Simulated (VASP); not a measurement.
# In3GaSb2N2 (C2/m) in VASP: single point with PBE

Aim: the single point of In3GaSb2N2 with PBE.

Everything below comes from runs of VASP 6.6.1. Logs are shortened: lines on timing, memory, paths and dates and some standing lists are left out, and cuts for length are marked.

## Step 1: The cell of the first run

Symmetry: C2/m, No. 12, monoclinic system. The conventional cell has a = 6.195 Å, b = 8.685 Å, c = 8.879 Å, α = 90.00°, β = 93.03°, γ = 90.00°. Within 3.3 Å of In (site symmetry m) lie 2 N at 2.32 to 2.34 Å and 1 Ga at 2.99 Å and 4 Sb at 3.18 to 3.19 Å and 1 In at 3.24 Å. In (site symmetry 2/m) has 2 Ga at 3.10 Å and 2 In at 3.24 Å within 4.1 Å. Ga (site symmetry 2/m) has 4 In at 2.99 to 3.10 Å within 3.9 Å. Sb (site symmetry 2) has 2 N at 2.17 Å within 2.9 Å. N (site symmetry 2/m) has 2 Sb at 2.17 Å and 2 In at 2.32 Å within 2.9 Å. N (site symmetry 2/m) has 2 Sb at 2.17 Å and 2 In at 2.34 Å within 2.9 Å.

The cell was built from a structure type or drawn by symmetry, and may not be a known phase.

## Step 2: Single point, PBE

INCAR reads:

```
SYSTEM = In3GaSb2N2
PREC     = Accurate       ! precision mode
ENCUT    = 520            ! plane-wave cutoff, eV
EDIFF    = 1E-6           ! SCF threshold, eV
ISMEAR   = 0              ! smearing method
SIGMA    = 0.15           ! smearing width, eV
LREAL    = .FALSE.        ! projectors in reciprocal space
LASPH    = .TRUE.         ! aspherical terms in the spheres
NELM     = 80             ! most SCF steps
ALGO     = Normal         ! electronic algorithm
ISIF     = 2              ! what is computed and relaxed
LWAVE    = .FALSE.        ! write WAVECAR
LCHARG   = .FALSE.        ! write CHGCAR
GGA      = PE             ! functional
NBANDS   = 46             ! bands
```

KPOINTS reads:

```
regular mesh
0
G
  3 3 2
  0 0 0
```

POSCAR reads:

```
In3GaSb2N2
1.0
    3.0966375973     -4.3422860842      0.0733393683
    3.0966375973      4.3422860842      0.0733393683
   -0.6785316668      0.0000000000      8.8533105931
In Ga Sb N
3 1 2 2
Direct
    0.7334839287      0.7334839287      0.8039492832
    0.2665160713      0.2665160713      0.1960507168
    0.0000000000      0.0000000000      0.5000000000
    0.5000000000      0.5000000000      0.5000000000
    0.2496056293      0.7503943707      0.0000000000
    0.7503943707      0.2496056293      0.0000000000
    0.5000000000      0.5000000000      0.0000000000
    0.0000000000      0.0000000000      0.0000000000
```

Potentials or basis: VASP PAW PBE potentials, release 64 (In_d, Ga_d, Sb, N).

The run is started by

```sh
$ cat potpaw_PBE.64/In_d/POTCAR potpaw_PBE.64/Ga_d/POTCAR potpaw_PBE.64/Sb/POTCAR potpaw_PBE.64/N/POTCAR > POTCAR
$ mpirun -np 1 vasp_std > vasp.out
```

OUTCAR:

```text
SYSTEM = In3GaSb2N2
   PREC = Accurate
   ENCUT = 520
   EDIFF = 1E-6
   ISMEAR = 0
   LREAL = .FALSE.
   LASPH = .TRUE.
   NELM = 80
   ISIF = 2
   GGA = PE

 ion  position               nearest neighbor table
   1  0.733  0.733  0.804-   7 2.32   8 2.34   4 2.99   5 3.18   6 3.18   6 3.19   5 3.19   3 3.24

   2  0.267  0.267  0.196-   7 2.32   8 2.34   4 2.99   5 3.18   6 3.18   5 3.19   6 3.19   3 3.24

   3  0.000  0.000  0.500-   4 3.10   4 3.10   1 3.24   2 3.24
   4  0.500  0.500  0.500-   1 2.99   2 2.99   3 3.10   3 3.10
   5  0.250  0.750  0.000-   8 2.17   7 2.17   6 3.10   6 3.10   2 3.18   1 3.18   2 3.19   1 3.19

   6  0.750  0.250  0.000-   8 2.17   7 2.17   5 3.10   5 3.10   2 3.18   1 3.18   1 3.19   2 3.19

   7  0.500  0.500  0.000-   5 2.17   6 2.17   1 2.32   2 2.32
   8  0.000  0.000  0.000-   5 2.17   6 2.17   1 2.34   2 2.34

  LATTYP: Found a base centered monoclinic cell.
 ALAT       =     6.1950118876
 B/A-ratio  =     1.4018652952
 C/A-ratio  =     1.4332941648
 COS(beta)  =    -0.0527883691

  Lattice vectors:

 A1 = (   3.0966375973,  -4.3422860842,   0.0733393683)
 A2 = (   3.0966375973,   4.3422860842,   0.0733393683)
 A3 = (  -0.6785316668,   0.0000000000,   8.8533105931)

Analysis of symmetry for initial positions (statically):
=====================================================================
 Subroutine PRICEL returns:
 Original cell was already a primitive cell.

 Routine SETGRP: Setting up the symmetry group for a
 base centered monoclinic supercell.

 Subroutine GETGRP returns: Found  4 space group operations
 (whereof  4 operations were pure point group operations)
 out of a pool of  4 trial point group operations.

The static configuration has the point symmetry C_2h.

Analysis of symmetry for dynamics (positions and initial velocities):
=====================================================================
 Subroutine PRICEL returns:
 Original cell was already a primitive cell.

 Routine SETGRP: Setting up the symmetry group for a
 base centered monoclinic supercell.

 Subroutine GETGRP returns: Found  4 space group operations
 (whereof  4 operations were pure point group operations)
 out of a pool of  4 trial point group operations.

The dynamic configuration has the point symmetry C_2h.

 Subroutine INISYM returns: Found  4 space group operations
 (whereof  4 operations are pure point group operations),
 and found     1 'primitive' translations

----------------------------------------------------------------------------------------

                                     Primitive cell

  volume of cell :     238.5240

  direct lattice vectors                    reciprocal lattice vectors
     3.096637597 -4.342286084  0.073339368     0.161172903 -0.115146720  0.012352545
     3.096637597  4.342286084  0.073339368     0.161172903  0.115146720  0.012352545
    -0.678531667  0.000000000  8.853310593    -0.002670260  0.000000000  0.112747444

  length of vectors
     5.333853345  5.333853345  8.879274389     0.198464247  0.198464247  0.112779061

  position of ions in fractional coordinates (direct lattice)
     0.733483929  0.733483929  0.803949283
     0.266516071  0.266516071  0.196050717
     0.000000000  0.000000000  0.500000000
     0.500000000  0.500000000  0.500000000
     0.249605629  0.750394371  0.000000000
     0.750394371  0.249605629  0.000000000
     0.500000000  0.500000000  0.000000000
     0.000000000  0.000000000  0.000000000

  ion indices of the primitive-cell ions
   primitive index   ion index
                 1           1
                 2           2
                 3           3
                 4           4
                 5           5
                 6           6
                 7           7
                 8           8

----------------------------------------------------------------------------------------

 KPOINTS: regular mesh

Automatic generation of k-mesh.
 Grid dimensions read from file:
 generate k-points for:    3    3    2

 Generating k-lattice:

  Cartesian coordinates                     Fractional coordinates (reciprocal lattice)
     0.053724301 -0.038382240  0.004117515     0.333333333  0.000000000  0.000000000
     0.053724301  0.038382240  0.004117515     0.000000000  0.333333333  0.000000000
    -0.001335130  0.000000000  0.056373722     0.000000000  0.000000000  0.500000000

  Length of vectors
     0.066154749  0.066154749  0.056389530

  Shift w.r.t. Gamma in fractional coordinates (k-lattice)
     0.000000000  0.000000000  0.000000000

 Subroutine IBZKPT returns following result:
 ===========================================

 Found      8 irreducible k-points:

 Following reciprocal coordinates:
            Coordinates               Weight
  0.000000  0.000000  0.000000      1.000000
  0.333333 -0.000000  0.000000      4.000000
  0.333333  0.333333  0.000000      2.000000
 -0.333333  0.333333  0.000000      2.000000
  0.000000  0.000000  0.500000      1.000000
  0.333333 -0.000000  0.500000      4.000000
  0.333333  0.333333  0.500000      2.000000
 -0.333333  0.333333  0.500000      2.000000
   k-points           NKPTS =      8   k-points in BZ     NKDIM =      8   number of bands    NBANDS=     46
   number of dos      NEDOS =    301   number of ions     NIONS =      8
   total plane-waves  NPLWV = 112000
   dimension x,y,z NGX =    40 NGY =   40 NGZ =   70
   dimension x,y,z NGXF=    80 NGYF=   80 NGZF=  140
   ions per type =               3   1   2   2
   NGX,Y,Z   is equivalent  to a cutoff of  12.47, 12.47, 13.11 a.u.
   NGXF,Y,Z  is equivalent  to a cutoff of  24.93, 24.93, 26.21 a.u.
 SYSTEM =  In3GaSb2N2
   PREC   = accura    normal or accurate (medium, high low for compatibility)
   ISTART =      0    job   : 0-new  1-cont  2-samecut
   ICHARG =      2    charge: 1-file 2-atom 10-const
   ISPIN  =      1    spin polarized calculation?
   LNONCOLLINEAR =      F non collinear calculations
   LSORBIT =      F    spin-orbit coupling
   LASPH  =      T    aspherical Exc in radial PAW
   ENCUT  =  520.0 eV  38.22 Ry    6.18 a.u.   9.92  9.92 16.51*2*pi/ulx,y,z
   NELM   =     80;   NELMIN=  2; NELMDL= -5     # of ELM steps
   EDIFF  = 0.1E-05   stopping-criterion for ELM
   LREAL  =      F    real-space projection
   EDIFFG = 0.1E-04   stopping-criterion for IOM
   NSW    =      0    number of steps for IOM
   IBRION =     -1    ionic relax: 0-MD 1-quasi-New 2-CG
   NFREE  =      0    steps in history (QN), initial steepest desc. (CG)
   ISIF   =      2    stress and relaxation
   ISYM   =      2    0-nonsym 1-usesym 2-fastsym
   POTIM  = 0.5000    time-step for ionic-motion
   TEBEG  =    0.0;   TEEND  =   0.0 temperature during run
   PSTRESS=    0.0 pullay stress
   NELECT =      72.0000    total number of electrons
   NUPDOWN=      -1.0000    fix difference up-down
   EMIN   =  10.00;   EMAX   =-10.00  energy-range for DOS
   EFERMI =   0.00;   METHOD = LEGACY
   ISMEAR =     0;   SIGMA  =   0.15  broadening in eV -4-tet -1-fermi 0-gaus
   EFERMI_NEDOS =   21; number of points for ismear=-14 and -15
   IALGO  =     38    algorithm
   IMIX   =      4    mixing-type and parameters
     AMIX     =   0.40;   BMIX     =  1.00
     AMIX_MAG =   1.60;   BMIX_MAG =  1.00
  volume/ion in A,a.u.               =      29.82       201.20
  Fermi-wavevector in a.u.,A,eV,Ry     =   1.098184  2.075266 16.408725  1.206007
  Thomas-Fermi vector in A             =   2.234557
   LORBIT       =      0    0 simple, 1 ext, 2 COOP (PROOUT), +10 PAW based schemes
   GGA     = PE    functional components
   LHFCALC =     F    Hartree Fock is set to
   AEXX    =    0.0000 exact exchange contribution
   IVDW    =     0    specifies the selected vdW correction
   LEPSILON=     F    determine dielectric tensor
   LRPA    =     F    only Hartree local field effects (RPA)
 non-spin polarized calculation
 Gauss-broadening in eV      SIGMA  =   0.15
  energy-cutoff  :      520.00
  volume of cell :      238.52
 maximum number of plane-waves:      6456
   NGX = 19   NGY = 19   NGZ = 33

 number of electron      72.0000010 magnetization

 Free energy of the ion-electron system (eV)
  ---------------------------------------------------
  ext. energy  EPLUGINS =         0.00000000
  ---------------------------------------------------
  free energy    TOTEN  =       -29.59869420 eV

  energy without entropy =      -29.55330001  energy(sigma->0) =      -29.57599711

 E-fermi :   3.5950     XC(G=0):  -8.4134

 val. band max:        3.5628218215   @ k =   0.3333   0.3333   0.5000
 cond. band min:       3.6835624284   @ k =  -0.3333   0.3333   0.5000
 fundamental gap:      0.1207406069
 Fermi energy:         3.5950294283

 k-point     1 :       0.0000    0.0000    0.0000
  band No.  band energies     occupation
      1     -11.5284      2.00000
      2     -11.2867      2.00000
      3     -11.2271      2.00000
      4     -11.1902      2.00000
      5     -11.1696      2.00000
      6     -11.1465      2.00000
[... 38 lines left out ...]
     45       8.0246      0.00000
     46       8.0343      0.00000

 k-point     2 :       0.3333   -0.0000    0.0000
  band No.  band energies     occupation
      1     -11.4027      2.00000
      2     -11.2884      2.00000
      3     -11.2067      2.00000
      4     -11.1862      2.00000
      5     -11.1660      2.00000
      6     -11.1535      2.00000
[... 38 lines left out ...]
     45       7.8833      0.00000
     46       8.9137      0.00000

 k-point     3 :       0.3333    0.3333    0.0000
  band No.  band energies     occupation
      1     -11.4063      2.00000
      2     -11.2201      2.00000
      3     -11.1860      2.00000
      4     -11.1744      2.00000
      5     -11.1655      2.00000
      6     -11.1564      2.00000
[... 38 lines left out ...]
     45       7.5253      0.00000
     46       8.2272      0.00000

 k-point     4 :      -0.3333    0.3333    0.0000
  band No.  band energies     occupation
      1     -11.3654      2.00000
      2     -11.2830      2.00000
      3     -11.2175      2.00000
      4     -11.1892      2.00000
      5     -11.1690      2.00000
      6     -11.1472      2.00000
[... 38 lines left out ...]
     45       7.8915      0.00000
     46       8.1573      0.00000

 k-point     5 :       0.0000    0.0000    0.5000
  band No.  band energies     occupation
      1     -11.5194      2.00000
      2     -11.2406      2.00000
      3     -11.2315      2.00000
      4     -11.1902      2.00000
      5     -11.1895      2.00000
      6     -11.1696      2.00000
[... 38 lines left out ...]
     45       8.6422      0.00000
     46       8.8904      0.00000

 k-point     6 :       0.3333   -0.0000    0.5000
  band No.  band energies     occupation
      1     -11.4141      2.00000
      2     -11.2968      2.00000
      3     -11.1988      2.00000
      4     -11.1862      2.00000
      5     -11.1660      2.00000
      6     -11.1420      2.00000
[... 38 lines left out ...]
     45       7.5123      0.00000
     46       8.5538      0.00000

 k-point     7 :       0.3333    0.3333    0.5000
  band No.  band energies     occupation
      1     -11.4103      2.00000
      2     -11.2419      2.00000
      3     -11.1882      2.00000
      4     -11.1860      2.00000
      5     -11.1655      2.00000
      6     -11.1359      2.00000
[... 38 lines left out ...]
     45       7.6434      0.00000
     46       8.3725      0.00000

 k-point     8 :      -0.3333    0.3333    0.5000
  band No.  band energies     occupation
      1     -11.3399      2.00000
      2     -11.2393      2.00000
      3     -11.2293      2.00000
      4     -11.1897      2.00000
      5     -11.1892      2.00000
      6     -11.1690      2.00000
[... 38 lines left out ...]
     45       8.8264      0.00000
     46       8.9202      0.00000

------------------------ aborting loop because EDIFF is reached ----------------------------------------

  FORCE on cell =-STRESS in cart. coord.  units (eV):
  Direction    XX          YY          ZZ          XY          YZ          ZX
  --------------------------------------------------------------------------------------
  -------------------------------------------------------------------------------------
  Total        0.3077806      0.7135989     -0.3745741      0.0000000      0.0000000     -0.0112157
  in kB        2.0673774      4.7932785     -2.5160322      0.0000000      0.0000000     -0.0753365
  external PRESSURE =       1.4482079 kB  Pullay stress =       0.0000000 kB

 VOLUME and BASIS-vectors are now :
 -----------------------------------------------------------------------------
  energy-cutoff  :      520.00
  volume of cell :      238.52
      direct lattice vectors                 reciprocal lattice vectors
     3.096637597 -4.342286084  0.073339368     0.161172903 -0.115146720  0.012352545
     3.096637597  4.342286084  0.073339368     0.161172903  0.115146720  0.012352545
    -0.678531667  0.000000000  8.853310593    -0.002670260  0.000000000  0.112747444

 POSITION                                       TOTAL-FORCE (eV/Angst)
 -----------------------------------------------------------------------------------
      3.99716      0.00000      7.22520         0.003235      0.000000      0.019579
      1.51758      0.00000      1.77479        -0.003235      0.000000     -0.019579
     -0.33927      0.00000      4.42666         0.000000      0.000000      0.000000
      2.75737      0.00000      4.49999         0.000000      0.000000      0.000000
      3.09664      2.17457      0.07334         0.000000      0.004730      0.000000
      3.09664     -2.17457      0.07334         0.000000     -0.004730      0.000000
      3.09664      0.00000      0.07334         0.000000      0.000000      0.000000
      0.00000      0.00000      0.00000         0.000000      0.000000      0.000000
 -----------------------------------------------------------------------------------
    total drift:                               -0.000000     -0.000000      0.000000

  FREE ENERGIE OF THE ION-ELECTRON SYSTEM (eV)
  ---------------------------------------------------
  free  energy   TOTEN  =       -29.5986942012 eV

  energy  without entropy=      -29.5533000134  energy(sigma->0) =      -29.57599711
```

Wall time 2.9 min (1 thread of Intel Xeon Platinum 8488C (Sapphire Rapids), shared host); peak memory 0.37 GiB.

Results:

```yaml
Free_energy: -29.5987 eV
Pressure: 0.1 GPa
Largest_force: 0.020 eV/Å
Band_gap_on_the_k_mesh: zero (bands 36 and 37 overlap by 0.68 eV)
```

Forces on the atoms (eV/Å):
```
In   0.003  0.000  0.020
In  -0.003  0.000 -0.020
In   0.000  0.000  0.000
Ga   0.000  0.000  0.000
Sb   0.000  0.005  0.000
Sb   0.000 -0.005  0.000
N    0.000  0.000  0.000
N    0.000  0.000  0.000
```

Caveat: the k points lie up to 0.42 Å⁻¹ apart, too coarse for converged energies and pressures of a metal; semilocal functionals underestimate gaps, so a narrow gap can read as zero; spin-orbit coupling is left out, which moves the levels of the heavy elements.
